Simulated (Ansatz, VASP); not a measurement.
**One calculation of BaHfO3, two programs**

INCAR

```
PREC     = Accurate       # precision mode
ENCUT    = 520            # plane-wave cutoff, eV
EDIFF    = 1E-6           # SCF threshold, eV
ISMEAR   = 0              # smearing method
SIGMA    = 0.02           # smearing width, eV
LREAL    = F              # projectors in reciprocal space
LASPH    = T              # aspherical terms in the spheres
NELM     = 60             # most SCF steps
ALGO     = Normal         # electronic algorithm
ISIF     = 2              # what is computed and relaxed
LWAVE    = F              # write WAVECAR
LCHARG   = T              # write CHGCAR
GGA      = PE             # functional
LELF     = T              # ELF
LVHAR    = T            
NBANDS   = 27             # bands
```

KPOINTS

```
regular mesh
0
Gamma
  6 6 6
```

File POSCAR:

```
BaHfO3
1.0
    4.4496782975      0.0000000000      0.0000000000
    0.0000000000      4.4496782975      0.0000000000
    0.0000000000      0.0000000000      4.0752086395
Ba Hf O
1 1 3
Direct
    0.5000000000      0.5000000000      1.0125018267
    0.0000000000      0.0000000000      0.4871878605
    0.0000000000      0.5000000000      0.4866646552
    0.5000000000      0.0000000000      0.4866646552
    0.0000000000      0.0000000000      1.0170027924
```

Input for Ansatz:

```yaml
crystal:
  lattice:
    - [4.4496782975, 0.0, 0.0]
    - [0.0, 4.4496782975, 0.0]
    - [0.0, 0.0, 4.0752086395]
  atoms:
    - { symbol: Ba, position: [0.5, 0.5, 1.0125018267] }
    - { symbol: Hf, position: [0.0, 0.0, 0.4871878605] }
    - { symbol: O, position: [0.0, 0.5, 0.4866646552] }
    - { symbol: O, position: [0.5, 0.0, 0.4866646552] }
    - { symbol: O, position: [0.0, 0.0, 1.0170027924] }
basis:
  ecutwfc: 420
kpoints:
  mp_grid: { grid: [6, 6, 6] }
hamiltonian:
  xc: pbe
scf:
  occupations: { method: gaussian, width: 0.02 }
output:
  forces: true
  stress: true
  eigenvalues: true
```

Alike in both runs: task single point; functional PBE; k mesh 6 × 6 × 6; occupations gaussian, width 0.02 eV; no spin polarisation.

|  | VASP | Ansatz |
| --- | --- | --- |
| version | VASP 6.6.1 | Ansatz 0.2.0 |
| potentials or method | VASP PAW PBE potentials, release 64 (Ba_sv, Hf_pv, O), cutoff 520 eV | scalar-relativistic, plane waves, PAW |
| valence electrons in the cell | 38 | 54 |

```tsv
	VASP	Ansatz	Ansatz less VASP
gap on the k mesh at the Fermi level (eV)	3.09	3.17	+0.072
least direct gap on the mesh (eV)	3.38	3.36	-0.010
pressure (GPa)	-7.9	-7.4	+0.53
traceless stress, the component that is largest in VASP (GPa)	12.82	12.95	+0.132
rms of the force components (eV/Å)	0.655	0.666	+0.0111
```

Atom by atom the forces differ by 0.018 eV/Å (rms over components). VASP's potentials hold 38 valence electrons a cell and Ansatz's 54, so a difference there can come from the potentials and not from the codes.

Spin-orbit coupling is off throughout.
